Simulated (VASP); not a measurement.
# Ir (P6_3/mmc) in VASP: notebook, part 2 of 2

VASP 6.6.1. The steps go on from the part before.

## (4) Single point, PBEsol (strain -0.030 along x and y, +0.030 along z)

INCAR

```
PREC = Accurate ; ENCUT = 500
EDIFF = 1E-6 ; ISMEAR = 0
SIGMA = 0.15 ; LREAL = F
LASPH = T ; NELM = 120
ALGO = Normal ; ISIF = 2
LWAVE = F ; LCHARG = F
GGA = PS ; NBANDS = 24
GGA_COMPAT = F
```

KPOINTS

```
regular mesh
0
Gamma
  18 18 12
```

POSCAR

```
Ir
1.0
    2.6688365577      0.0000000000      0.0000000000
   -1.3344182789      2.3112802576      0.0000000000
    0.0000000000      0.0000000000      4.5961587000
Ir
2
Direct
    0.6666666667      0.3333333333      0.7500000000
    0.3333333333      0.6666666667      0.2500000000
```

On the command line:

```
$ cat potpaw_PBE.64/Ir_sv_GW/POTCAR > POTCAR
$ mpirun -np 1 vasp_std > vasp.out
```

Wall time 78 s (1 thread of Intel Xeon Platinum 8375C at 2.90GHz (Ice Lake), shared host); peak memory 0.25 GiB.

The run converged. Its results:

```yaml
Free_energy: -20.5648 eV
Pressure: -3.4 GPa
Band_gap_on_the_k_mesh: zero (band 17 reaches 14.12 eV, above the bottom of band 18 at 10.41 eV)
```

Stress tensor (GPa, compression positive):
```
  4.29   0.00   0.00
  0.00   4.29   0.00
  0.00   0.00 -18.87
```

Levels at points of the mesh, in eV from the Fermi level:
```csv
k point,band 14,band 15,band 16,band 17,band 18,band 19,band 20,band 21
"(0.00, 0.00, 0.00)",-3.23,-3.23,-1.79,-1.79,-1.35,0.40,0.40,6.29
"(0.50, 0.00, 0.00)",-3.23,-3.15,0.80,1.22,1.51,3.15,4.68,8.21
"(0.00, 0.00, 0.50)",-3.76,-3.76,-3.76,-0.34,-0.34,-0.34,-0.34,12.78
"(0.50, 0.00, 0.50)",-1.81,-0.89,-0.89,1.39,1.39,2.06,2.06,7.97
```

Caveat: the cell differs from its parent crystal (strain -0.030 along x and y, +0.030 along z); the PAW data sets were made with another functional, which shifts forces and pressure a little; spin-orbit coupling is left out, which moves the levels of the heavy elements.

## (5) Single point, PBEsol (strain -0.030 along x and y, +0.015 along z)

INCAR

```
SYSTEM = Ir
PREC     = Accurate       ! precision mode
ENCUT    = 500            ! plane-wave cutoff, eV
EDIFF    = 1E-6           ! SCF threshold, eV
ISMEAR   = 0              ! smearing method
SIGMA    = 0.15           ! smearing width, eV
LREAL    = .False.        ! projectors in reciprocal space
LASPH    = .True.         ! aspherical terms in the spheres
NELM     = 120            ! most SCF steps
ALGO     = Normal         ! electronic algorithm
ISIF     = 2              ! what is computed and relaxed
LWAVE    = .False.        ! write WAVECAR
LCHARG   = .False.        ! write CHGCAR
GGA      = PS             ! functional
NBANDS   = 24             ! bands
GGA_COMPAT= .False.
```

KPOINTS

```
regular mesh
0
Gamma
  18 18 12
  0 0 0
```

POSCAR, as its differences from that of step 4:

```diff
@@ -4,3 +4,3 @@
    -1.3344182789      2.3112802576      0.0000000000
-    0.0000000000      0.0000000000      4.5961587000
+    0.0000000000      0.0000000000      4.5292243500
 Ir
```

Potentials or basis: VASP PAW PBE potentials, release 64 (Ir_sv_GW).

On the command line:

```
$ cat potpaw_PBE.64/Ir_sv_GW/POTCAR > POTCAR
$ mpirun -np 1 vasp_std > vasp.out
```

OUTCAR:

```text
SYSTEM = Ir
   PREC = Accurate
   ENCUT = 500
   EDIFF = 1E-6
   ISMEAR = 0
   LREAL = .False.
   LASPH = .True.
   NELM = 120
   ISIF = 2
   GGA = PS

 ion  position               nearest neighbor table
   1  0.667  0.333  0.750-   2 2.74   2 2.74   2 2.74   2 2.74   2 2.74   2 2.74
   2  0.333  0.667  0.250-   1 2.74   1 2.74   1 2.74   1 2.74   1 2.74   1 2.74

  LATTYP: Found a hexagonal cell.
 ALAT       =     2.6688365577
 C/A-ratio  =     1.6970782032

  Lattice vectors:

 A1 = (   2.6688365577,   0.0000000000,   0.0000000000)
 A2 = (  -1.3344182789,   2.3112802576,   0.0000000000)
[... 192 lines left out ...]
      5     -36.5048      2.00000
      6     -36.4552      2.00000
[... 637 lines left out ...]
     23      23.3397      0.00000
     24      26.5329      0.00000

 [... further k-points ...]
[... 5 lines left out ...]
  --------------------------------------------------------------------------------------
  -------------------------------------------------------------------------------------
  Total        1.3550931      1.3550931     -1.8816383     -0.0000000     -0.0000000     -0.0000000
  in kB       77.7107830     77.7107830   -107.9066714     -0.0000000     -0.0000000     -0.0000000
  external PRESSURE =      15.8382982 kB  Pullay stress =       0.0000000 kB

 VOLUME and BASIS-vectors are now :
 -----------------------------------------------------------------------------
  energy-cutoff  :      500.00
  volume of cell :       27.94
      direct lattice vectors                 reciprocal lattice vectors
     2.668836558  0.000000000  0.000000000     0.374695107  0.216330321  0.000000000
    -1.334418279  2.311280258  0.000000000     0.000000000  0.432660642  0.000000000
     0.000000000  0.000000000  4.529224350     0.000000000  0.000000000  0.220788356

 POSITION                                       TOTAL-FORCE (eV/Angst)
 -----------------------------------------------------------------------------------
      1.33442      0.77043      3.39692        -0.000000      0.000000      0.000000
     -0.00000      1.54085      1.13231         0.000000     -0.000000      0.000000
 -----------------------------------------------------------------------------------
    total drift:                                0.000000     -0.000000      0.000000

  FREE ENERGIE OF THE ION-ELECTRON SYSTEM (eV)
  ---------------------------------------------------
  free  energy   TOTEN  =       -20.5952679777 eV

  energy  without entropy=      -20.5710896921  energy(sigma->0) =      -20.58317883
```

stdout:

```text
POSCAR found type information on POSCAR Ir
 POSCAR found :  1 types and       2 ions
 scaLAPACK will be used
 -----------------------------------------------------------------------------
|                                                                             |
|                                                                             |
|     You enforced a specific xc type in the INCAR file but a different       |
|     I HOPE YOU KNOW WHAT YOU ARE DOING!                                     |
|                                                                             |
 -----------------------------------------------------------------------------

 LDA part: xc-table for (Slater+PW92), standard interpolation
 POSCAR, INCAR and KPOINTS ok, starting setup
 FFT: planning ... GRIDC
 FFT: planning ... GRID_SOFT
 FFT: planning ... GRID
 WAVECAR not read
 entering main loop
```

Wall time 68 s (1 thread of Intel Xeon 6975P-C (Granite Rapids), shared host); peak memory 0.25 GiB.

What came out:

```yaml
Free_energy: -20.5953 eV
Pressure: 1.6 GPa
Band_gap_on_the_k_mesh: zero (band 17 reaches 14.37 eV, above the bottom of band 18 at 10.66 eV)
```

Levels at points of the mesh, in eV from the Fermi level:
| k point | band 15 | band 16 | band 17 | band 18 | band 19 | band 20 |
| --- | --- | --- | --- | --- | --- | --- |
| (0.00, 0.00, 0.00) | -3.30 | -1.98 | -1.98 | -1.29 | 0.37 | 0.37 |
| (0.50, 0.00, 0.00) | -3.25 | 0.87 | 1.12 | 1.45 | 3.17 | 4.70 |
| (0.00, 0.00, 0.50) | -3.90 | -3.90 | -0.39 | -0.39 | -0.39 | -0.39 |
| (0.50, 0.00, 0.50) | -0.95 | -0.95 | 1.31 | 1.31 | 2.07 | 2.07 |

Caveat: the cell differs from its parent crystal (strain -0.030 along x and y, +0.015 along z); the PAW data sets were made with another functional, which shifts forces and pressure a little; spin-orbit coupling is left out, which moves the levels of the heavy elements.

## (6) Single point, PBEsol (strain -0.030 along x and y, +0.000 along z)

INCAR

```
SYSTEM = Ir
PREC     = Accurate       ! precision mode
ENCUT    = 500            ! plane-wave cutoff, eV
EDIFF    = 1E-6           ! SCF threshold, eV
ISMEAR   = 0              ! smearing method
SIGMA    = 0.15           ! smearing width, eV
LREAL    = .FALSE.        ! projectors in reciprocal space
LASPH    = .TRUE.         ! aspherical terms in the spheres
NELM     = 120            ! most SCF steps
ALGO     = Normal         ! electronic algorithm
ISIF     = 2              ! what is computed and relaxed
LWAVE    = .FALSE.        ! write WAVECAR
LCHARG   = .TRUE.         ! write CHGCAR
GGA      = PS             ! functional
LELF     = .TRUE.         ! ELF
LVHAR    = .TRUE.       
NBANDS   = 24             ! bands
GGA_COMPAT= .FALSE.
```

KPOINTS

```
regular mesh
0
G
  18 18 12
  0 0 0
```

POSCAR, as its differences from that of step 5:

```diff
@@ -4,3 +4,3 @@
    -1.3344182789      2.3112802576      0.0000000000
-    0.0000000000      0.0000000000      4.5292243500
+    0.0000000000      0.0000000000      4.4622900000
 Ir
```

Potentials or basis: VASP PAW PBE potentials, release 64 (Ir_sv_GW).

On the command line:

```
$ cat potpaw_PBE.64/Ir_sv_GW/POTCAR > POTCAR
$ mpirun -np 1 vasp_std > vasp.out
```

Wall time 72 s (1 thread of AMD EPYC 9R45 (Zen 5), shared host); peak memory 0.22 GiB.

The run converged. Its results:

| Property | Result |
| --- | --- |
| Free energy | -20.6036 eV |
| Pressure | 7.3 GPa |
| Band gap on the k mesh | zero (band 17 reaches 14.61 eV, above the bottom of band 18 at 10.91 eV) |

Stress tensor (GPa, compression positive):
```
11.74  0.00  0.00
 0.00 11.74  0.00
 0.00  0.00 -1.59
```

Levels at points of the mesh, in eV from the Fermi level:
```tsv
k point	band 15	band 16	band 17	band 18	band 19	band 20
(0.00, 0.00, 0.00)	-3.37	-2.19	-2.19	-1.22	0.34	0.34
(0.50, 0.00, 0.00)	-3.28	0.94	1.02	1.39	3.18	4.71
(0.00, 0.00, 0.50)	-4.05	-4.05	-0.44	-0.44	-0.44	-0.44
(0.50, 0.00, 0.50)	-1.02	-1.02	1.24	1.24	2.09	2.09
```

Caveat: the cell differs from its parent crystal (strain -0.030 along x and y, +0.000 along z); the PAW data sets were made with another functional, which shifts forces and pressure a little; spin-orbit coupling is left out, which moves the levels of the heavy elements.

## (7) Summary

| potentials or basis | cell | cutoff (eV) | second run | gap on the mesh (eV) | pressure (GPa) |
| --- | --- | --- | --- | --- | --- |
| VASP PAW PBE potentials, release 64 (Ir) | a = 2.793, b = 2.793, c = 4.529 Å, angles 90.0, 90.0, 120.0°, 2 atoms | 520 | - | none | -24.6 |
| VASP PAW PBE potentials, release 64 (Ir_sv_GW) | a = 2.710, b = 2.710, c = 4.328 Å, angles 90.0, 90.0, 120.0°, 2 atoms | 500 | valence_matched | none | 7.1 |
| VASP PAW PBE potentials, release 64 (Ir_sv_GW) | a = 2.669, b = 2.669, c = 4.596 Å, angles 90.0, 90.0, 120.0°, 2 atoms | 500 | valence_matched | none | -3.4 |
| VASP PAW PBE potentials, release 64 (Ir_sv_GW) | a = 2.669, b = 2.669, c = 4.529 Å, angles 90.0, 90.0, 120.0°, 2 atoms | 500 | valence_matched | none | 1.6 |
| VASP PAW PBE potentials, release 64 (Ir_sv_GW) | a = 2.669, b = 2.669, c = 4.462 Å, angles 90.0, 90.0, 120.0°, 2 atoms | 500 | valence_matched | none | 7.3 |

Alike in all rows: task single point; level PBEsol; no spin polarisation; k mesh 18 × 18 × 12; smearing gaussian 0.15 eV.

Caveats: the PAW data sets were made with another functional, which shifts forces and pressure a little; spin-orbit coupling is left out, which moves the levels of the heavy elements.

Absolute energies hang on the potentials; compare differences alone.
